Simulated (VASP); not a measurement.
# HfN (F-43m) in VASP: further runs, part 2 of 2

VASP 6.6.1.

## (3) Relaxation of cell and atoms, LDA

This run uses another cell than the first one, of 14.79 Å³/atom, 1.011 times its volume.

INCAR

```
ALGO = Normal ; EDIFF = 1E-7
EDIFFG = -0.01 ; ENCUT = 600
GGA = CA ; IBRION = 2
ISIF = 3 ; ISMEAR = -1
LASPH = T ; LCHARG = F
LREAL = F ; LWAVE = F
NELM = 100 ; NSW = 60
PREC = Accurate ; SIGMA = 0.05
```

KPOINTS

```
k-points
0
Gamma
  9 9 9
```

POSCAR

```
HfN
1.0
    0.0000000000      2.4548220000      2.4548220000
    2.4548220000      0.0000000000      2.4548220000
    2.4548220000      2.4548220000      0.0000000000
Hf N
1 1
Direct
    0.0000000000      0.0000000000      0.0000000000
    0.2500000000      0.2500000000      0.2500000000
```

Potentials or basis: VASP PAW LDA potentials, release 64 (Hf_pv, N).

Started as:

```
$ cat potpaw_LDA.64/Hf_pv/POTCAR potpaw_LDA.64/N/POTCAR > POTCAR
$ mpirun -np 1 vasp_std > vasp.out
```

OUTCAR:

```text
EDIFF = 1E-7
   EDIFFG = -0.01
   ENCUT = 600
   GGA = CA
   IBRION = 2
   ISIF = 3
   ISMEAR = -1
   LASPH = T
   LREAL = F
   NELM = 100
   NSW = 60
   PREC = Accurate

 ion  position               nearest neighbor table
   1  0.000  0.000  0.000-   2 2.13   2 2.13   2 2.13   2 2.13
   2  0.250  0.250  0.250-   1 2.13   1 2.13   1 2.13   1 2.13

  LATTYP: Found a face centered cubic cell.
 ALAT       =     4.9096440000

  Lattice vectors:

 A1 = (   0.0000000000,   2.4548220000,   2.4548220000)
 A2 = (   2.4548220000,   0.0000000000,   2.4548220000)
 A3 = (   2.4548220000,   2.4548220000,   0.0000000000)

Analysis of symmetry for initial positions (statically):
=====================================================================
 Subroutine PRICEL returns:
 Original cell was already a primitive cell.

 Routine SETGRP: Setting up the symmetry group for a
 face centered cubic supercell.

 Subroutine GETGRP returns: Found 24 space group operations
 (whereof 24 operations were pure point group operations)
 out of a pool of 48 trial point group operations.

The static configuration has the point symmetry T_d .

Analysis of symmetry for dynamics (positions and initial velocities):
=====================================================================
 Subroutine PRICEL returns:
 Original cell was already a primitive cell.

 Routine SETGRP: Setting up the symmetry group for a
 face centered cubic supercell.

 Subroutine GETGRP returns: Found 24 space group operations
 (whereof 24 operations were pure point group operations)
 out of a pool of 48 trial point group operations.

The dynamic configuration has the point symmetry T_d .

 Subroutine INISYM returns: Found 24 space group operations
 (whereof 24 operations are pure point group operations),
 and found     1 'primitive' translations

----------------------------------------------------------------------------------------

                                     Primitive cell

  volume of cell :      29.5863

  direct lattice vectors                    reciprocal lattice vectors
     0.000000000  2.454822000  2.454822000    -0.203680756  0.203680756  0.203680756
     2.454822000  0.000000000  2.454822000     0.203680756 -0.203680756  0.203680756
     2.454822000  2.454822000  0.000000000     0.203680756  0.203680756 -0.203680756

  length of vectors
     3.471642566  3.471642566  3.471642566     0.352785417  0.352785417  0.352785417

  position of ions in fractional coordinates (direct lattice)
     0.000000000  0.000000000  0.000000000
     0.250000000  0.250000000  0.250000000

  ion indices of the primitive-cell ions
   primitive index   ion index
                 1           1
                 2           2

----------------------------------------------------------------------------------------

 KPOINTS: k-points

Automatic generation of k-mesh.
 Grid dimensions read from file:
 generate k-points for:    9    9    9

 Generating k-lattice:

[... 43 lines left out ...]
   k-points           NKPTS =     35   k-points in BZ     NKDIM =     35   number of bands    NBANDS=     11
   number of dos      NEDOS =    301   number of ions     NIONS =      2
   total plane-waves  NPLWV =  21952
   dimension x,y,z NGX =    28 NGY =   28 NGZ =   28
   dimension x,y,z NGXF=    56 NGYF=   56 NGZF=   56
   ions per type =               1   1
   NGX,Y,Z   is equivalent  to a cutoff of  13.41, 13.41, 13.41 a.u.
   NGXF,Y,Z  is equivalent  to a cutoff of  26.82, 26.82, 26.82 a.u.
 SYSTEM =  unknown system
   PREC   = accura    normal or accurate (medium, high low for compatibility)
   ISTART =      0    job   : 0-new  1-cont  2-samecut
   ICHARG =      2    charge: 1-file 2-atom 10-const
   ISPIN  =      1    spin polarized calculation?
   LNONCOLLINEAR =      F non collinear calculations
   LSORBIT =      F    spin-orbit coupling
   LASPH  =      T    aspherical Exc in radial PAW
   ENCUT  =  600.0 eV  44.10 Ry    6.64 a.u.   6.93  6.93  6.93*2*pi/ulx,y,z
   NELM   =    100;   NELMIN=  2; NELMDL= -5     # of ELM steps
   EDIFF  = 0.1E-06   stopping-criterion for ELM
   LREAL  =      F    real-space projection
   EDIFFG = -.1E-01   stopping-criterion for IOM
   NSW    =     60    number of steps for IOM
   IBRION =      2    ionic relax: 0-MD 1-quasi-New 2-CG
   NFREE  =      1    steps in history (QN), initial steepest desc. (CG)
   ISIF   =      3    stress and relaxation
   ISYM   =      2    0-nonsym 1-usesym 2-fastsym
   POTIM  = 0.5000    time-step for ionic-motion
   TEBEG  =    0.0;   TEEND  =   0.0 temperature during run
   PSTRESS=    0.0 pullay stress
   NELECT =      15.0000    total number of electrons
   NUPDOWN=      -1.0000    fix difference up-down
   EMIN   =  10.00;   EMAX   =-10.00  energy-range for DOS
   EFERMI =   0.00;   METHOD = LEGACY
   ISMEAR =    -1;   SIGMA  =   0.05  broadening in eV -4-tet -1-fermi 0-gaus
   EFERMI_NEDOS =   21; number of points for ismear=-14 and -15
   IALGO  =     38    algorithm
   IMIX   =      4    mixing-type and parameters
     AMIX     =   0.40;   BMIX     =  1.00
     AMIX_MAG =   1.60;   BMIX_MAG =  1.00
  volume/ion in A,a.u.               =      14.79        99.83
  Fermi-wavevector in a.u.,A,eV,Ry     =   1.305395  2.466839 23.185087  1.704056
  Thomas-Fermi vector in A             =   2.436267
   LORBIT       =      0    0 simple, 1 ext, 2 COOP (PROOUT), +10 PAW based schemes
   GGA     = CA    functional components
   LHFCALC =     F    Hartree Fock is set to
   AEXX    =    0.0000 exact exchange contribution
   IVDW    =     0    specifies the selected vdW correction
   LEPSILON=     F    determine dielectric tensor
   LRPA    =     F    only Hartree local field effects (RPA)
 conjugate gradient relaxation of ions
 non-spin polarized calculation
  energy-cutoff  :      600.00
  volume of cell :       29.59
 maximum number of plane-waves:      1002
   NGX = 13   NGY = 13   NGZ = 13

--------------------------------------- Ionic step        1  -------------------------------------------

 number of electron      15.0000001 magnetization

 Free energy of the ion-electron system (eV)
  ---------------------------------------------------
  ext. energy  EPLUGINS =         0.00000000
  ---------------------------------------------------
  free energy    TOTEN  =       -23.01948031 eV

  energy without entropy =      -23.01392590  energy(sigma->0) =      -23.01670310

------------------------ aborting loop because EDIFF is reached ----------------------------------------

  FORCE on cell =-STRESS in cart. coord.  units (eV):
  Direction    XX          YY          ZZ          XY          YZ          ZX
  --------------------------------------------------------------------------------------
  -------------------------------------------------------------------------------------
  Total       -1.8539284     -1.8539284     -1.8539284      0.0000000     -0.0000000      0.0000000
  in kB     -100.3953351   -100.3953351   -100.3953351      0.0000000     -0.0000000      0.0000000
  external PRESSURE =    -100.3953351 kB  Pullay stress =       0.0000000 kB
[... 95 lines left out ...]
--------------------------------------- Ionic step        4  -------------------------------------------

 number of electron      15.0000001 magnetization

 Free energy of the ion-electron system (eV)
  ---------------------------------------------------
  ext. energy  EPLUGINS =         0.00000000
  ---------------------------------------------------
  free energy    TOTEN  =       -23.06778899 eV

  energy without entropy =      -23.06320086  energy(sigma->0) =      -23.06549493

 E-fermi :   5.9807     XC(G=0): -11.7478

 val. band max:        5.9553924446   @ k =  -0.2222   0.3333   0.1111
 cond. band min:       5.9847926406   @ k =   0.2222   0.2222   0.0000
 fundamental gap:      0.0294001961
 Fermi energy:         5.9806679172

 k-point     1 :       0.0000    0.0000    0.0000
  band No.  band energies     occupation
      1     -24.7789      2.00000
      2     -24.7789      2.00000
      3     -24.7789      2.00000
      4     -10.2002      2.00000
      5       0.2828      2.00000
      6       0.2828      2.00000
      7       0.2828      2.00000
      8       5.4769      1.99992
      9       8.2188      0.00000
     10       8.2188      0.00000
     11      12.8492      0.00000
[... 309 lines left out ...]
 k-point    24 :       0.4444    0.4444    0.0000
  band No.  band energies     occupation
      1     -25.3456      2.00000
      2     -24.9721      2.00000
      3     -24.9721      2.00000
      4      -8.5858      2.00000
      5      -1.2141      2.00000
      6       2.2597      2.00000
      7       2.2597      2.00000
      8       4.8289      2.00000
      9       8.4387      0.00000
     10      10.0799      0.00000
     11      11.0189      0.00000

 [... further k-points ...]
[... 5 lines left out ...]
  --------------------------------------------------------------------------------------
  -------------------------------------------------------------------------------------
  Total       -0.0053664     -0.0053664     -0.0053664      0.0000000      0.0000000      0.0000000
  in kB       -0.3057810     -0.3057810     -0.3057810      0.0000000      0.0000000      0.0000000
  external PRESSURE =      -0.3057810 kB  Pullay stress =       0.0000000 kB
[... 17 lines left out ...]
  FREE ENERGIE OF THE ION-ELECTRON SYSTEM (eV)
  ---------------------------------------------------
  free  energy   TOTEN  =       -23.0677889919 eV

  energy  without entropy=      -23.0632008616  energy(sigma->0) =      -23.06549493

 reached required accuracy - stopping structural energy minimisation
```

CONTCAR:

```text
HfN
   1.00000000000000
     0.0000000000000000    2.4135207807071946    2.4135207807071946
     2.4135207807071946   -0.0000000000000000    2.4135207807071946
     2.4135207807071946    2.4135207807071946   -0.0000000000000000
  Hf              N
     1     1
Direct
     1.0000000000000000    0.0000000000000000    1.0000000000000000
     0.2500000000000000    0.2500000000000000    0.2500000000000000

  0.00000000E+00  0.00000000E+00  0.00000000E+00
  0.00000000E+00  0.00000000E+00  0.00000000E+00
```

It took 30 s on 1 thread of AMD EPYC 7R13 (Zen 3), shared host; peak memory 0.13 GiB.

Results:

* Free energy: -23.0678 eV
* Relaxed volume: 14.06 Å³/atom
* Relaxed cell: a = 3.413 Å, b = 3.413 Å, c = 3.413 Å, α = 60.00°, β = 60.00°, γ = 60.00°
* Space group after relaxing (to 0.05 Å): F-43m (No. 216)
* Energy gained by relaxing: 24.2 meV/atom
* Ionic steps: 4
* Pressure after relaxing: 0.0 GPa

Step by step:
```
step  energy change (eV)  largest force (eV/Å)  pressure (GPa)  volume (Å³)
   1              0.0000                0.0000          -10.04        29.59
   2              0.1045                0.0000           22.69        25.79
   3             -0.0483                0.0000           -0.30        28.15
   4             -0.0483                0.0000           -0.03        28.12
```

Final structure:
```
Hf N
1.0
     0.00000    2.41352    2.41352
     2.41352    0.00000    2.41352
     2.41352    2.41352    0.00000
Hf N
1 1
Direct
  0.00000 0.00000 0.00000
  0.25000 0.25000 0.25000
```

Caveat: spin-orbit coupling is left out, which moves the levels of the heavy elements.
